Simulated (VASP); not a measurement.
# Te2Mo in VASP: single point with PBE0

Aim: the single point of Te2Mo with PBE0.

Program: VASP 6.6.1. These are calculated values, not measurements. Logs are shortened: lines on timing, memory, paths and dates and some standing lists are left out, and cuts for length are marked.

## 1. The cell of the first run

The cell holds a slab with vacuum, 3 atoms: a = 3.560 Å, b = 3.560 Å, c = 17.524 Å, α = 90.00°, β = 90.00°, γ = 120.00°.

## 2. Single point, PBE0

File POSCAR:

```
Te2Mo
1.0
    3.5602328140      0.0000000000      0.0000000000
   -1.7801164070      3.0832520603      0.0000000000
    0.0000000000      0.0000000000     17.5240578200
Te Mo
2 1
Direct
    0.3333333333      0.6666666667      0.1021445500
    0.3333333333      0.6666666667      0.8978554500
    0.0000000000      0.0000000000      0.0000000000
```

File INCAR.step1:

```
ALGO     = Normal         # electronic algorithm
EDIFF    = 1E-5           # SCF threshold, eV
ENCUT    = 520            # plane-wave cutoff, eV
GGA      = PE             # functional
ISIF     = 2              # what is computed and relaxed
ISMEAR   = -1             # smearing method
LASPH    = T              # aspherical terms in the spheres
LCHARG   = F              # write CHGCAR
LREAL    = F              # projectors in reciprocal space
LUSENCCL = F            
LWAVE    = T              # write WAVECAR
NBANDS   = 20             # bands
NELM     = 60             # most SCF steps
PREC     = Accurate       # precision mode
SIGMA    = 0.05           # smearing width, eV
```

File INCAR.step2:

```
AEXX     = 0.25           # exact-exchange fraction
ALGO     = Normal         # electronic algorithm
EDIFF    = 1E-6           # SCF threshold, eV
ENCUT    = 520            # plane-wave cutoff, eV
GGA      = PE             # functional
ISIF     = 2              # what is computed and relaxed
ISMEAR   = -1             # smearing method
ISTART   = 1            
LASPH    = T              # aspherical terms in the spheres
LCHARG   = F              # write CHGCAR
LHFCALC  = T              # exact exchange
LREAL    = F              # projectors in reciprocal space
LUSENCCL = F            
LWAVE    = F              # write WAVECAR
NBANDS   = 20             # bands
NELM     = 60             # most SCF steps
PREC     = Accurate       # precision mode
PRECFOCK = Normal       
SIGMA    = 0.05           # smearing width, eV
```

File KPOINTS:

```
k-points
0
Gamma
  6 6 2
```

Potentials or basis: VASP PAW PBE potentials, release 64 (Te, Mo_sv).

Run with:

```console
$ cat potpaw_PBE.64/Te/POTCAR potpaw_PBE.64/Mo_sv/POTCAR > POTCAR
$ cp INCAR.step1 INCAR
$ mpirun -np 1 vasp_std > vasp.out
$ cp INCAR.step2 INCAR
$ mpirun -np 1 vasp_std > vasp.out
```

OUTCAR:

```text
AEXX = 0.25
   EDIFF = 1E-6
   ENCUT = 520
   GGA = PE
   ISIF = 2
   ISMEAR = -1
   ISTART = 1
   LASPH = T
   LHFCALC = T
   LREAL = F
   NELM = 60
   PREC = Accurate
   PRECFOCK = Normal

 ion  position               nearest neighbor table
   1  0.333  0.667  0.102-   3 2.73   3 2.73   3 2.73   2 3.58
   2  0.333  0.667  0.898-   3 2.73   3 2.73   3 2.73   1 3.58
   3  0.000  0.000  0.000-   1 2.73   2 2.73   1 2.73   2 2.73   1 2.73   2 2.73

  LATTYP: Found a hexagonal cell.
 ALAT       =     3.5602328140
 C/A-ratio  =     4.9221662558

  Lattice vectors:

 A1 = (   3.5602328140,   0.0000000000,   0.0000000000)
 A2 = (  -1.7801164070,   3.0832520603,   0.0000000000)
 A3 = (   0.0000000000,   0.0000000000,  17.5240578200)

Analysis of symmetry for initial positions (statically):
=====================================================================
 Subroutine PRICEL returns:
 Original cell was already a primitive cell.

 Routine SETGRP: Setting up the symmetry group for a
 hexagonal supercell.

 Subroutine GETGRP returns: Found 12 space group operations
 (whereof 12 operations were pure point group operations)
 out of a pool of 24 trial point group operations.

The static configuration has the point symmetry D_3h.

Analysis of symmetry for dynamics (positions and initial velocities):
=====================================================================
 Subroutine PRICEL returns:
 Original cell was already a primitive cell.

 Routine SETGRP: Setting up the symmetry group for a
 hexagonal supercell.

 Subroutine GETGRP returns: Found 12 space group operations
 (whereof 12 operations were pure point group operations)
 out of a pool of 24 trial point group operations.

The dynamic configuration has the point symmetry D_3h.

 Subroutine INISYM returns: Found 12 space group operations
 (whereof 12 operations are pure point group operations),
 and found     1 'primitive' translations

----------------------------------------------------------------------------------------

                                     Primitive cell

  volume of cell :     192.3633

  direct lattice vectors                    reciprocal lattice vectors
     3.560232814  0.000000000  0.000000000     0.280880508  0.162166437 -0.000000000
    -1.780116407  3.083252060  0.000000000     0.000000000  0.324332873  0.000000000
     0.000000000  0.000000000 17.524057820     0.000000000 -0.000000000  0.057064409

  length of vectors
     3.560232814  3.560232814 17.524057820     0.324332873  0.324332873  0.057064409

  position of ions in fractional coordinates (direct lattice)
     0.333333333  0.666666667  0.102144550
     0.333333333  0.666666667  0.897855450
     0.000000000  0.000000000  0.000000000

  ion indices of the primitive-cell ions
   primitive index   ion index
                 1           1
                 2           2
                 3           3

----------------------------------------------------------------------------------------

 KPOINTS: k-points

Automatic generation of k-mesh.
 Grid dimensions read from file:
 generate k-points for:    6    6    2

 Generating k-lattice:

  Cartesian coordinates                     Fractional coordinates (reciprocal lattice)
     0.046813418  0.027027739 -0.000000000     0.166666667  0.000000000  0.000000000
     0.000000000  0.054055479  0.000000000     0.000000000  0.166666667  0.000000000
     0.000000000 -0.000000000  0.028532204     0.000000000  0.000000000  0.500000000

  Length of vectors
     0.054055479  0.054055479  0.028532204

  Shift w.r.t. Gamma in fractional coordinates (k-lattice)
     0.000000000  0.000000000  0.000000000

 Subroutine IBZKPT returns following result:
 ===========================================

 Found     14 irreducible k-points:

 Following reciprocal coordinates:
            Coordinates               Weight
  0.000000  0.000000  0.000000      1.000000
  0.166667  0.000000  0.000000      6.000000
  0.333333  0.000000  0.000000      6.000000
  0.500000  0.000000  0.000000      3.000000
  0.166667  0.166667  0.000000      6.000000
  0.333333  0.166667  0.000000     12.000000
  0.333333  0.333333  0.000000      2.000000
  0.000000  0.000000  0.500000      1.000000
  0.166667  0.000000  0.500000      6.000000
  0.333333  0.000000  0.500000      6.000000
  0.500000  0.000000  0.500000      3.000000
  0.166667  0.166667  0.500000      6.000000
  0.333333  0.166667  0.500000     12.000000
  0.333333  0.333333  0.500000      2.000000
   k-points           NKPTS =     14   k-points in BZ     NKDIM =     72   number of bands    NBANDS=     20
   number of dos      NEDOS =    301   number of ions     NIONS =      3
   total plane-waves  NPLWV = 109760
   dimension x,y,z NGX =    28 NGY =   28 NGZ =  140
   dimension x,y,z NGXF=    56 NGYF=   56 NGZF=  280
   ions per type =               2   1
   NGX,Y,Z   is equivalent  to a cutoff of  13.07, 13.07, 13.28 a.u.
   NGXF,Y,Z  is equivalent  to a cutoff of  26.15, 26.15, 26.56 a.u.
 SYSTEM =  unknown system
   PREC   = accura    normal or accurate (medium, high low for compatibility)
   ISTART =      1    job   : 0-new  1-cont  2-samecut
   ICHARG =      0    charge: 1-file 2-atom 10-const
   ISPIN  =      1    spin polarized calculation?
   LNONCOLLINEAR =      F non collinear calculations
   LSORBIT =      F    spin-orbit coupling
   LASPH  =      T    aspherical Exc in radial PAW
   ENCUT  =  520.0 eV  38.22 Ry    6.18 a.u.   6.62  6.62 32.58*2*pi/ulx,y,z
   NELM   =     60;   NELMIN=  2; NELMDL=  0     # of ELM steps
   EDIFF  = 0.1E-05   stopping-criterion for ELM
   LREAL  =      F    real-space projection
   EDIFFG = 0.1E-04   stopping-criterion for IOM
   NSW    =      0    number of steps for IOM
   IBRION =     -1    ionic relax: 0-MD 1-quasi-New 2-CG
   NFREE  =      0    steps in history (QN), initial steepest desc. (CG)
   ISIF   =      2    stress and relaxation
   ISYM   =      3    0-nonsym 1-usesym 2-fastsym
   POTIM  = 0.5000    time-step for ionic-motion
   TEBEG  =    0.0;   TEEND  =   0.0 temperature during run
   PSTRESS=    0.0 pullay stress
   NELECT =      26.0000    total number of electrons
   NUPDOWN=      -1.0000    fix difference up-down
   EMIN   =  10.00;   EMAX   =-10.00  energy-range for DOS
   EFERMI =   0.00;   METHOD = LEGACY
   ISMEAR =    -1;   SIGMA  =   0.05  broadening in eV -4-tet -1-fermi 0-gaus
   EFERMI_NEDOS =   21; number of points for ismear=-14 and -15
   IALGO  =     38    algorithm
   IMIX   =      1    mixing-type and parameters
     AMIX     =   0.40;   BMIX     =  1.00
     AMIX_MAG =   1.60;   BMIX_MAG =  1.00
  volume/ion in A,a.u.               =      64.12       432.71
  Fermi-wavevector in a.u.,A,eV,Ry     =   0.840153  1.587660  9.603777  0.705858
  Thomas-Fermi vector in A             =   1.954489
   LORBIT       =      0    0 simple, 1 ext, 2 COOP (PROOUT), +10 PAW based schemes
   GGA     = PE    functional components
   LHFCALC =     T    Hartree Fock is set to
   PRECFOCK=normal    Normal, Fast or Accurate (Low or Medium for compatibility)
   ENCUT4O =  -1.0   cutoff for four orbital integrals eV
   NKREDX  =     1    reduce k-point grid by
   NKREDY  =     1    reduce k-point grid by
   NKREDZ  =     1    reduce k-point grid by
   AEXX    =    0.2500 exact exchange contribution
   HFSCREEN=    0.0000 screening length (either q_TF or 0.3 A-1)
   HFSCREENC=   0.0000 screening length for correlation (either q_TF or 0.3 A-1)
   ENCUTFOCK=  -1.0 apply spherical cutoff to Coloumb kernel
   IVDW    =     0    specifies the selected vdW correction
   LEPSILON=     F    determine dielectric tensor
   LRPA    =     F    only Hartree local field effects (RPA)
 non-spin polarized calculation
  energy-cutoff  :      520.00
  volume of cell :      192.36
 maximum number of plane-waves:      5262
 NGX is ok and might be reduce to    28
  NGX = 20; NGY = 20; NGZ = 98

 number of electron      26.0000000 magnetization

 Free energy of the ion-electron system (eV)
  ---------------------------------------------------
  ext. energy  EPLUGINS =         0.00000000
  ---------------------------------------------------
  free energy    TOTEN  =       -24.00307379 eV

  energy without entropy =      -24.00307379  energy(sigma->0) =      -24.00307379

 E-fermi :   0.5310     XC(G=0):  -3.7125

 val. band max:       -0.5499225748   @ k =   0.3333   0.3333   0.5000
 cond. band min:       1.5832859553   @ k =   0.3333   0.3333   0.0000
 fundamental gap:      2.1332085301
 Fermi energy:         0.5310184358

 k-point     1 :       0.0000    0.0000    0.0000
  band No.  band energies     occupation
      1     -65.3965      2.00000
      2     -38.1173      2.00000
      3     -37.9975      2.00000
      4     -37.9975      2.00000
      5     -14.4755      2.00000
      6     -13.3638      2.00000
[... 12 lines left out ...]
     19       5.1270      0.00000
     20       5.9448      0.00000

 k-point     2 :       0.1667    0.0000    0.0000
  band No.  band energies     occupation
      1     -65.3936      2.00000
      2     -38.1097      2.00000
      3     -38.0371      2.00000
      4     -38.0073      2.00000
      5     -14.0703      2.00000
      6     -13.0910      2.00000
[... 12 lines left out ...]
     19       5.5913      0.00000
     20       6.4540      0.00000

 k-point     3 :       0.3333    0.0000    0.0000
  band No.  band energies     occupation
      1     -65.3878      2.00000
      2     -38.1159      2.00000
      3     -38.0933      2.00000
      4     -38.0269      2.00000
      5     -13.0497      2.00000
      6     -12.4166      2.00000
[... 12 lines left out ...]
     19       6.6466      0.00000
     20       6.7078      0.00000

 k-point     4 :       0.5000    0.0000    0.0000
  band No.  band energies     occupation
      1     -65.3849      2.00000
      2     -38.1553      2.00000
      3     -38.0849      2.00000
      4     -38.0369      2.00000
      5     -12.3319      2.00000
      6     -11.9701      2.00000
[... 199 lines left out ...]
 k-point    13 :       0.3333    0.1667    0.5000
  band No.  band energies     occupation
      1     -65.3850      2.00000
      2     -38.1352      2.00000
      3     -38.0852      2.00000
      4     -38.0562      2.00000
      5     -12.3809      2.00000
      6     -11.9809      2.00000
[... 12 lines left out ...]
     19       7.4717      0.00000
     20       7.5619      0.00000

 k-point    14 :       0.3333    0.3333    0.5000
  band No.  band energies     occupation
      1     -65.3835      2.00000
      2     -38.1110      2.00000
      3     -38.1040      2.00000
      4     -38.0811      2.00000
      5     -12.0065      2.00000
      6     -11.7275      2.00000
[... 12 lines left out ...]
     19       6.0530      0.00000
     20       8.1693      0.00000

------------------------ aborting loop because EDIFF is reached ----------------------------------------

  FORCE on cell =-STRESS in cart. coord.  units (eV):
  Direction    XX          YY          ZZ          XY          YZ          ZX
  --------------------------------------------------------------------------------------
  -------------------------------------------------------------------------------------
  Total       -1.6037574     -1.6037574     -1.1313931      0.0000000      0.0000000      0.0000000
  in kB      -13.3575606    -13.3575606     -9.4232780      0.0000000      0.0000000      0.0000000
  external PRESSURE =     -12.0461331 kB  Pullay stress =       0.0000000 kB

 VOLUME and BASIS-vectors are now :
 -----------------------------------------------------------------------------
  energy-cutoff  :      520.00
  volume of cell :      192.36
      direct lattice vectors                 reciprocal lattice vectors
     3.560232814  0.000000000  0.000000000     0.280880508  0.162166437 -0.000000000
    -1.780116407  3.083252060  0.000000000     0.000000000  0.324332873  0.000000000
     0.000000000  0.000000000 17.524057820     0.000000000 -0.000000000  0.057064409

 POSITION                                       TOTAL-FORCE (eV/Angst)
 -----------------------------------------------------------------------------------
     -0.00000      2.05550      1.78999        -0.000000     -0.000000     -0.313236
     -0.00000      2.05550     15.73407        -0.000000      0.000000      0.313236
      0.00000      0.00000      0.00000         0.000000      0.000000      0.000000
 -----------------------------------------------------------------------------------
    total drift:                                0.000001     -0.000000     -0.000000

  FREE ENERGIE OF THE ION-ELECTRON SYSTEM (eV)
  ---------------------------------------------------
  free  energy   TOTEN  =       -24.0030737946 eV

  energy  without entropy=      -24.0030737945  energy(sigma->0) =      -24.00307379
```

Run time: 24 min. Hardware: 1 × NVIDIA H100 80GB with 1 thread of Intel Xeon Platinum 8481C at 2.70GHz (Sapphire Rapids), shared host; peak memory 1.3 GiB.

Results:

```
Free energy            : -24.0031 eV
Largest force          : 0.313 eV/Å
Band gap on the k mesh : 2.13 eV
```

Forces on the atoms (eV/Å):
```
Te   0.000  0.000 -0.313
Te   0.000  0.000  0.313
Mo   0.000  0.000  0.000
```

Levels at points of the mesh, in eV from the valence-band top:
```csv
k point,band 11,band 12,band 13,band 14,band 15,band 16
"(0.00, 0.00, 0.00)",-1.08,-1.08,-0.49,4.34,4.34,4.70
"(0.50, 0.00, 0.00)",-1.90,-0.89,-0.49,2.54,2.99,4.65
"(0.00, 0.00, 0.50)",-1.08,-1.08,-0.49,4.34,4.34,4.70
"(0.50, 0.00, 0.50)",-1.90,-0.89,-0.49,2.54,2.99,4.65
```

Caveat: there is no dipole correction, which matters where the two faces differ; the PAW data sets were made with another functional, which shifts forces and pressure a little; spin-orbit coupling is left out, which moves the levels of the heavy elements.
